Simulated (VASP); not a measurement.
ZrS:

```
Zr S
1.0
     0.00000    2.62500    2.62500
     2.62500    0.00000    2.62500
     2.62500    2.62500    0.00000
Zr S
1 1
Direct
  0.00000 0.00000 0.00000
  0.50000 0.50000 0.50000
```

```yaml
Program: VASP 6.6.1
Task: relaxation of cell and atoms
Functional: PBEsol
Potentials_or_basis: VASP PAW PBE potentials, release 64 (Zr_sv, S)
Cutoff: 600 eV
k_mesh: 4 × 4 × 4
Occupations: gaussian, width 0.1 eV
Spin: no spin polarisation
```

At the start: pressure -6.6 GPa; volume 18.09 Å³/atom.

Where does the relaxation end?

Over 4 steps the energy falls by 19.2 meV/atom and the volume is 17.20 Å³/atom (-4.9 %); space group Fm-3m (No. 225, to 0.05 Å).

The path:
```
step  energy change (eV)  largest force (eV/Å)  pressure (GPa)  volume (Å³)
   1              0.0000                0.0000           -6.63        36.18
   2              0.0224                0.0000           10.20        32.40
   3             -0.0383                0.0000           -0.10        34.43
   4             -0.0383                0.0000            0.05        34.40
```

Final structure:
```cif
data_structure
_symmetry_space_group_name_H-M 'P 1'
_symmetry_Int_Tables_number 1
_cell_length_a 3.6504
_cell_length_b 3.6504
_cell_length_c 3.6504
_cell_angle_alpha 60.000
_cell_angle_beta 60.000
_cell_angle_gamma 60.000
_cell_volume 34.40
loop_
_atom_site_label
_atom_site_type_symbol
_atom_site_fract_x
_atom_site_fract_y
_atom_site_fract_z
_atom_site_occupancy
Zr1 Zr 0.00000 0.00000 0.00000 1
S1 S 0.50000 0.50000 0.50000 1
```

Caveat: the k points lie up to 0.53 Å⁻¹ apart in the final cell; the PAW data sets were made with another functional, which shifts forces and pressure a little.
